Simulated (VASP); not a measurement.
# SiC (P6_3mc) in VASP: further runs

Runs on SiC. Level: r2SCAN. Tasks: dielectric tensor.

All numbers are computed with VASP 6.6.1; they aren't measurements. Logs are shortened: lines on timing, memory, paths and dates and some standing lists are left out, and cuts for length are marked.

## Step 1: The cell of the first run

Symmetry: P6_3mc, No. 186, hexagonal system. Conventional cell: a = 3.075 Å, b = 3.075 Å, c = 4.947 Å, α = 90.00°, β = 90.00°, γ = 120.00°. Si (site symmetry 3m) has 4 C at 1.87 to 1.88 Å within 2.5 Å. Within 2.5 Å of C (site symmetry 3m) lie 4 Si at 1.87 to 1.88 Å.

## Step 2: Dielectric tensor, r2SCAN (uniaxial z strain -2.0%)

Contents of INCAR:

```
SYSTEM = SiC
PREC = Accurate
ENCUT = 520
EDIFF = 1E-8
ISMEAR = 0
SIGMA = 0.01
LREAL = .False.
LASPH = .True.
NELM = 60
ALGO = Normal
ISIF = 2
LWAVE = .False.
LCHARG = .False.
METAGGA = R2SCAN
LMIXTAU = .True.
LCALCEPS = .True.
```

Contents of KPOINTS:

```
regular mesh
0
Gamma
  9 9 4
  0 0 0
```

Contents of POSCAR:

```
SiC
1.0
    3.0753562392      0.0000000000      0.0000000000
   -1.5376781196      2.6633366288      0.0000000000
    0.0000000000      0.0000000000      4.9471459292
Si C
2 2
Direct
    0.3333333333      0.6666666667     -0.0015084448
    0.6666666667      0.3333333333      0.4984915552
    0.3333333333      0.6666666667      0.3765084448
    0.6666666667      0.3333333333      0.8765084448
```

Potentials or basis: VASP PAW PBE potentials, release 64 (Si, C).

Run with:

```console
$ cat potpaw_PBE.64/Si/POTCAR potpaw_PBE.64/C/POTCAR > POTCAR
$ mpirun -np 1 vasp_std > vasp.out
```

OUTCAR:

```text
SYSTEM = SiC
   PREC = Accurate
   ENCUT = 520
   EDIFF = 1E-8
   ISMEAR = 0
   LREAL = .False.
   LASPH = .True.
   NELM = 60
   ISIF = 2
   METAGGA = R2SCAN

 ion  position               nearest neighbor table
   1  0.333  0.667  0.998-   3 1.87   4 1.88   4 1.88   4 1.88   2 3.04   2 3.04   2 3.04   2 3.04
                             2 3.04   2 3.04
   2  0.667  0.333  0.498-   4 1.87   3 1.88   3 1.88   3 1.88   1 3.04   1 3.04   1 3.04   1 3.04
                             1 3.04   1 3.04
   3  0.333  0.667  0.377-   1 1.87   2 1.88   2 1.88   2 1.88
   4  0.667  0.333  0.877-   2 1.87   1 1.88   1 1.88   1 1.88

  LATTYP: Found a hexagonal cell.
 ALAT       =     3.0753562392
 C/A-ratio  =     1.6086415831

  Lattice vectors:

 A1 = (   3.0753562392,   0.0000000000,   0.0000000000)
 A2 = (  -1.5376781196,   2.6633366288,   0.0000000000)
 A3 = (   0.0000000000,   0.0000000000,   4.9471459292)

Analysis of symmetry for initial positions (statically):
=====================================================================
 Subroutine PRICEL returns:
 Original cell was already a primitive cell.

 Routine SETGRP: Setting up the symmetry group for a
 hexagonal supercell.

 Subroutine GETGRP returns: Found 12 space group operations
 (whereof  6 operations were pure point group operations)
 out of a pool of 24 trial point group operations.

The static configuration has the point symmetry C_3v.
 The point group associated with its full space group is C_6v.

Analysis of symmetry for dynamics (positions and initial velocities):
=====================================================================
 Subroutine PRICEL returns:
 Original cell was already a primitive cell.

 Routine SETGRP: Setting up the symmetry group for a
 hexagonal supercell.

 Subroutine GETGRP returns: Found 12 space group operations
 (whereof  6 operations were pure point group operations)
 out of a pool of 24 trial point group operations.

The dynamic configuration has the point symmetry C_3v.
 The point group associated with its full space group is C_6v.

 Subroutine INISYM returns: Found 12 space group operations
 (whereof  6 operations are pure point group operations),
 and found     1 'primitive' translations

----------------------------------------------------------------------------------------

                                     Primitive cell

  volume of cell :      40.5206

  direct lattice vectors                    reciprocal lattice vectors
     3.075356239  0.000000000  0.000000000     0.325165582  0.187734436  0.000000000
    -1.537678120  2.663336629  0.000000000     0.000000000  0.375468872  0.000000000
     0.000000000  0.000000000  4.947145929     0.000000000  0.000000000  0.202136750

  length of vectors
     3.075356239  3.075356239  4.947145929     0.375468872  0.375468872  0.202136750

  position of ions in fractional coordinates (direct lattice)
     0.333333333  0.666666667  0.998491555
     0.666666667  0.333333333  0.498491555
     0.333333333  0.666666667  0.376508445
     0.666666667  0.333333333  0.876508445

  ion indices of the primitive-cell ions
   primitive index   ion index
                 1           1
                 2           2
                 3           3
                 4           4

----------------------------------------------------------------------------------------

 KPOINTS: regular mesh

Automatic generation of k-mesh.
 Grid dimensions read from file:
 generate k-points for:    9    9    4

 Generating k-lattice:

  Cartesian coordinates                     Fractional coordinates (reciprocal lattice)
     0.036129509  0.020859382  0.000000000     0.111111111 -0.000000000  0.000000000
     0.000000000  0.041718764  0.000000000     0.000000000  0.111111111  0.000000000
     0.000000000  0.000000000  0.050534188     0.000000000  0.000000000  0.250000000

  Length of vectors
     0.041718764  0.041718764  0.050534188

  Shift w.r.t. Gamma in fractional coordinates (k-lattice)
[... 55 lines left out ...]
   NSW    =      0    number of steps for IOM
   IBRION =     -1    ionic relax: 0-MD 1-quasi-New 2-CG
   NFREE  =      0    steps in history (QN), initial steepest desc. (CG)
   ISIF   =      2    stress and relaxation
   ISYM   =      2    0-nonsym 1-usesym 2-fastsym
   POTIM  = 0.5000    time-step for ionic-motion
   TEBEG  =    0.0;   TEEND  =   0.0 temperature during run
   PSTRESS=    0.0 pullay stress
   NELECT =      16.0000    total number of electrons
   NUPDOWN=      -1.0000    fix difference up-down
   EMIN   =  10.00;   EMAX   =-10.00  energy-range for DOS
   EFERMI =   0.00;   METHOD = LEGACY
   ISMEAR =     0;   SIGMA  =   0.01  broadening in eV -4-tet -1-fermi 0-gaus
   EFERMI_NEDOS =   21; number of points for ismear=-14 and -15
   IALGO  =     38    algorithm
   IMIX   =      4    mixing-type and parameters
     AMIX     =   0.40;   BMIX     =  1.00
     AMIX_MAG =   1.60;   BMIX_MAG =  1.00
  volume/ion in A,a.u.               =      10.13        68.36
  Fermi-wavevector in a.u.,A,eV,Ry     =   1.201036  2.269629 19.626239  1.442488
  Thomas-Fermi vector in A             =   2.336856
   LORBIT       =      0    0 simple, 1 ext, 2 COOP (PROOUT), +10 PAW based schemes
   METAGGA = R2SCAN    functional components
   LHFCALC =     F    Hartree Fock is set to
   AEXX    =    0.0000 exact exchange contribution
   IVDW    =     0    specifies the selected vdW correction
   LEPSILON=     F    determine dielectric tensor
   LRPA    =     F    only Hartree local field effects (RPA)
   LRPA       =     F
 non-spin polarized calculation
 Gauss-broadening in eV      SIGMA  =   0.01
  energy-cutoff  :      520.00
  volume of cell :       40.52
 maximum number of plane-waves:      1106
 NGX is ok and might be reduce to    24
   NGX = 11   NGY = 11   NGZ = 19

 Total electronic dipole moment: p[elc]=(    -0.00000     0.00000    -0.14207 ) |e| Angst

 number of electron      16.0000000 magnetization

 Free energy of the ion-electron system (eV)
  ---------------------------------------------------
  ext. energy  EPLUGINS =         0.00000000
  ---------------------------------------------------
  free energy    TOTEN  =       -38.60672878 eV

  energy without entropy =      -38.60672878  energy(sigma->0) =      -38.60672878

 E-fermi :   8.4556     XC(G=0): -12.0182

 val. band max:        8.4093731771   @ k =   0.0000   0.0000   0.0000
 cond. band min:   10000.0000000000   @ k =   0.0000   0.0000   0.0000
 fundamental gap:   9991.5906268229
 Fermi energy:         8.4555885866

 k-point     1 :       0.0000    0.0000    0.0000
  band No.  band energies     occupation
      1      -8.1454      2.00000
      2      -4.2848      2.00000
      3      -0.6598      2.00000
      4       6.8281      2.00000
      5       6.8281      2.00000
      6       8.3235      2.00000
      7       8.3235      2.00000
      8       8.4094      2.00000
      9   10000.0000      0.00000
     10   10000.0000      0.00000
     11   10000.0000      0.00000
     12   10000.0000      0.00000
[... 331 lines left out ...]
 k-point    24 :       0.3333    0.3333    0.2500
  band No.  band energies     occupation
      1      -3.3990      2.00000
      2      -3.3990      2.00000
      3       0.9337      2.00000
      4       0.9337      2.00000
      5       1.5697      2.00000
      6       3.6871      2.00000
      7       5.5022      2.00000
      8       5.5022      2.00000
      9   10000.0000      0.00000
     10   10000.0000      0.00000
     11   10000.0000      0.00000
     12   10000.0000      0.00000

 [... further k-points ...]

------------------------ aborting loop because EDIFF is reached ----------------------------------------

            Ionic dipole moment: p[ion]=(     0.00000     0.00000    14.84144 ) |e| Angst

 Total electronic dipole moment: p[elc]=(    -0.00000    -0.00000    -0.12943 ) |e| Angst

 MACROSCOPIC STATIC DIELECTRIC TENSOR (including local field effects)
 ------------------------------------------------------
           6.426334     0.000000     0.000000
           0.000000     6.426334     0.000000
           0.000000    -0.000000     6.642807
 ------------------------------------------------------

 PIEZOELECTRIC TENSOR (including local field effects) (e Angst)
          XX          YY          ZZ          XY          YZ          ZX
  --------------------------------------------------------------------------------
  x     0.00000     0.00000     0.00000     0.00000     0.00000     1.47821
  y     0.00000     0.00000     0.00000     0.00000     1.47821     0.00000
  z     1.16862     1.16862    -1.87802     0.00000     0.00000     0.00000

 PIEZOELECTRIC TENSOR (including local field effects) (C/m^2)
          XX          YY          ZZ          XY          YZ          ZX
  --------------------------------------------------------------------------------
  x     0.00000     0.00000     0.00000     0.00000     0.00000     0.58448
  y     0.00000     0.00000     0.00000     0.00000     0.58448     0.00000
  z     0.46207     0.46207    -0.74256     0.00000     0.00000     0.00000

 BORN EFFECTIVE CHARGES (including local field effects) (in |e|, cummulative output)
 ---------------------------------------------------------------------------------
 ion    1
    1     2.67785     0.00000     0.00000
    2     0.00000     2.67785     0.00000
    3     0.00000    -0.00000     2.89008
 ion    2
    1     2.67785     0.00000     0.00000
    2     0.00000     2.67785    -0.00000
    3     0.00000     0.00000     2.89008
 ion    3
    1    -2.67785     0.00000     0.00000
    2    -0.00000    -2.67785     0.00000
    3    -0.00000     0.00000    -2.89008
 ion    4
    1    -2.67785     0.00000    -0.00000
    2     0.00000    -2.67785     0.00000
    3     0.00000     0.00000    -2.89008

  FORCE on cell =-STRESS in cart. coord.  units (eV):
  Direction    XX          YY          ZZ          XY          YZ          ZX
  --------------------------------------------------------------------------------------
  -------------------------------------------------------------------------------------
  Total        0.2260620      0.2260620      2.9924653      0.0000000     -0.0000000      0.0000000
  in kB        8.9384453      8.9384453    118.3214542      0.0000000     -0.0000000      0.0000000
  external PRESSURE =      45.3994482 kB  Pullay stress =       0.0000000 kB

 VOLUME and BASIS-vectors are now :
 -----------------------------------------------------------------------------
  energy-cutoff  :      520.00
  volume of cell :       40.52
      direct lattice vectors                 reciprocal lattice vectors
     3.075356239  0.000000000  0.000000000     0.325165582  0.187734436  0.000000000
    -1.537678120  2.663336629  0.000000000     0.000000000  0.375468872  0.000000000
     0.000000000  0.000000000  4.947145929     0.000000000  0.000000000  0.202136750

 POSITION                                       TOTAL-FORCE (eV/Angst)
 -----------------------------------------------------------------------------------
     -0.00000      1.77556      4.93968        -0.000000     -0.000000     -0.003300
      1.53768      0.88778      2.46611         0.000000     -0.000000     -0.003300
     -0.00000      1.77556      1.86264         0.000000     -0.000000      0.003300
      1.53768      0.88778      4.33622         0.000000      0.000000      0.003300
 -----------------------------------------------------------------------------------
    total drift:                               -0.000000     -0.000000      0.000261

  FREE ENERGIE OF THE ION-ELECTRON SYSTEM (eV)
  ---------------------------------------------------
  free  energy   TOTEN  =       -38.6067287783 eV

  energy  without entropy=      -38.6067287783  energy(sigma->0) =      -38.60672878
```

It took 20 min on 1 thread of Intel Xeon Platinum 8488C (Sapphire Rapids), shared host; peak memory 0.43 GiB.

What came out:

| Quantity | Value |
| --- | --- |
| Band gap on the k mesh | 2.70 eV (least direct gap 4.40 eV) |
| Electronic dielectric tensor (diagonal) | 6.43, 6.43, 6.64 |
| Born charges (mean of the diagonal) | Si +2.75; C -2.75 e |

Levels at points of the mesh, in eV from the valence-band top:
```
           k point  band 6  band 7  band 8  band 9  band 10  band 11
(0.00, 0.00, 0.00)   -0.09   -0.09    0.00    5.19     7.11     7.11
(0.00, 0.00, 0.50)   -0.90   -0.90   -0.90    6.40     6.40     7.81
```

Electronic dielectric tensor:
```
6.43 0.00 0.00
0.00 6.43 0.00
0.00 0.00 6.64
```

Born effective charge tensors (e):
atom 1, Si
```
2.68 0.00 0.00
0.00 2.68 0.00
0.00 0.00 2.89
```
atom 2, Si
```
2.68 0.00 0.00
0.00 2.68 0.00
0.00 0.00 2.89
```
atom 3, C
```
-2.68  0.00  0.00
 0.00 -2.68  0.00
 0.00  0.00 -2.89
```
atom 4, C
```
-2.68  0.00  0.00
 0.00 -2.68  0.00
 0.00  0.00 -2.89
```

Dipole moments of the cell (e·Å, modulo the quantum): ionic 0.000, 0.000, 14.841; electronic 0.000, 0.000, -0.129

Caveat: the cell differs from its parent crystal (uniaxial z strain -2.0%); the PAW data sets were made with another functional, which shifts forces and pressure a little. A k mesh can miss the band edges.

## Step 3: Dielectric tensor, r2SCAN (uniaxial z strain -1.0%)

Contents of INCAR:

```
PREC = Accurate
ENCUT = 520
EDIFF = 1E-8
ISMEAR = 0
SIGMA = 0.01
LREAL = F
LASPH = T
NELM = 80
ALGO = Normal
ISIF = 2
LWAVE = F
LCHARG = F
METAGGA = R2SCAN
LMIXTAU = T
LCALCEPS = T
```

Contents of KPOINTS:

```
Automatic mesh
0
Gamma
  9 9 4
```

Contents of POSCAR:

```
SiC
1.0
    3.0753562392      0.0000000000      0.0000000000
   -1.5376781196      2.6633366288      0.0000000000
    0.0000000000      0.0000000000      4.9976270101
Si C
2 2
Direct
    0.3333333333      0.6666666667     -0.0009146521
    0.6666666667      0.3333333333      0.4990853479
    0.3333333333      0.6666666667      0.3759146521
    0.6666666667      0.3333333333      0.8759146521
```

Potentials or basis: VASP PAW PBE potentials, release 64 (Si, C).

Run with:

```console
$ cat potpaw_PBE.64/Si/POTCAR potpaw_PBE.64/C/POTCAR > POTCAR
$ mpirun -np 1 vasp_std > vasp.out
```

OUTCAR:

```text
PREC = Accurate
   ENCUT = 520
   EDIFF = 1E-8
   ISMEAR = 0
   LREAL = F
   LASPH = T
   NELM = 80
   ISIF = 2
   METAGGA = R2SCAN

 ion  position               nearest neighbor table
   1  0.333  0.667  0.999-   4 1.88   4 1.88   4 1.88   3 1.88   2 3.07   2 3.07   2 3.07   2 3.07
                             2 3.07   2 3.07
   2  0.667  0.333  0.499-   3 1.88   3 1.88   3 1.88   4 1.88   1 3.07   1 3.07   1 3.07   1 3.07
                             1 3.07   1 3.07
[... 613 lines left out ...]
  Direction    XX          YY          ZZ          XY          YZ          ZX
  --------------------------------------------------------------------------------------
  -------------------------------------------------------------------------------------
  Total        0.0805756      0.0805756      1.4593754      0.0000000      0.0000000      0.0000000
  in kB        3.1537626      3.1537626     57.1205354      0.0000000      0.0000000      0.0000000
  external PRESSURE =      21.1426868 kB  Pullay stress =       0.0000000 kB

 VOLUME and BASIS-vectors are now :
 -----------------------------------------------------------------------------
  energy-cutoff  :      520.00
  volume of cell :       40.93
      direct lattice vectors                 reciprocal lattice vectors
     3.075356239  0.000000000  0.000000000     0.325165582  0.187734436  0.000000000
    -1.537678120  2.663336629  0.000000000     0.000000000  0.375468872  0.000000000
     0.000000000  0.000000000  4.997627010     0.000000000  0.000000000  0.200094965

 POSITION                                       TOTAL-FORCE (eV/Angst)
 -----------------------------------------------------------------------------------
     -0.00000      1.77556      4.99306         0.000000      0.000000     -0.001465
      1.53768      0.88778      2.49424        -0.000000     -0.000000     -0.001465
     -0.00000      1.77556      1.87868         0.000000      0.000000      0.001465
      1.53768      0.88778      4.37749        -0.000000      0.000000      0.001465
 -----------------------------------------------------------------------------------
    total drift:                               -0.000000     -0.000000      0.000477

  FREE ENERGIE OF THE ION-ELECTRON SYSTEM (eV)
  ---------------------------------------------------
  free  energy   TOTEN  =       -38.6295948546 eV

  energy  without entropy=      -38.6295948546  energy(sigma->0) =      -38.62959485
```

Wall time 21 min (1 thread of Intel Xeon Platinum 8488C (Sapphire Rapids), shared host); peak memory 0.43 GiB.

What came out:

* Band gap on the k mesh: 2.72 eV (least direct gap 4.46 eV)
* Electronic dielectric tensor (diagonal): 6.44, 6.44, 6.69
* Born charges (mean of the diagonal): Si +2.73; C -2.73 e

Electronic dielectric tensor:
```
6.44 0.00 0.00
0.00 6.44 0.00
0.00 0.00 6.69
```

Born effective charge tensors (e):
atom 1, Si
```
2.67 0.00 0.00
0.00 2.67 0.00
0.00 0.00 2.87
```
atom 2, Si
```
2.67 0.00 0.00
0.00 2.67 0.00
0.00 0.00 2.87
```
atom 3, C
```
-2.67  0.00  0.00
 0.00 -2.67  0.00
 0.00  0.00 -2.87
```
atom 4, C
```
-2.67  0.00  0.00
 0.00 -2.67  0.00
 0.00  0.00 -2.87
```

Dipole moments of the cell (e·Å, modulo the quantum): ionic 0.000, 0.000, 14.993; electronic 0.000, 0.000, -0.114

Caveat: the cell differs from its parent crystal (uniaxial z strain -1.0%); the PAW data sets were made with another functional, which shifts forces and pressure a little.

The gap in the log of VASP goes by the Fermi energy; the results here count the filled bands.